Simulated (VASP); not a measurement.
Runs of VASP 6.6.1 on HfO2. The structure is that of space group P4_2/nmc (No. 137), or close to it. The cells are those of the table. 

```tsv
cell	gap on the mesh (eV)	pressure (GPa)	largest force (eV/Å)
a = 3.577, b = 3.577, c = 4.812 Å, 6 atoms	4.38	17.8	0.55
a = 3.577, b = 3.577, c = 5.398 Å, 6 atoms	5.01	(d)	0.44
a = 3.577, b = 3.577, c = 4.617 Å, 6 atoms	(c)	32.4	0.78
a = 3.577, b = 3.577, c = 5.593 Å, 6 atoms	(a)	-17.7	0.85
a = 3.577, b = 3.577, c = 4.422 Å, 6 atoms	2.86	(b)	0.95
```

Alike in all rows: task single point; level r2SCAN; potentials or basis VASP PAW PBE potentials, release 64 (Hf_pv, O); no spin polarisation; k mesh 6 × 6 × 6; cutoff (eV) 520; smearing gaussian 0.05 eV.

Problem. Fill in the values left out.

Solution. (a) 4.76; (b) 50.5; (c) 3.71; (d) -11.4.

Caveats: the PAW data sets were made with another functional, which shifts forces and pressure a little; spin-orbit coupling is left out, which moves the levels of the heavy elements.

A k mesh can miss the band edges, and the runs leave out spin-orbit coupling on Hf.
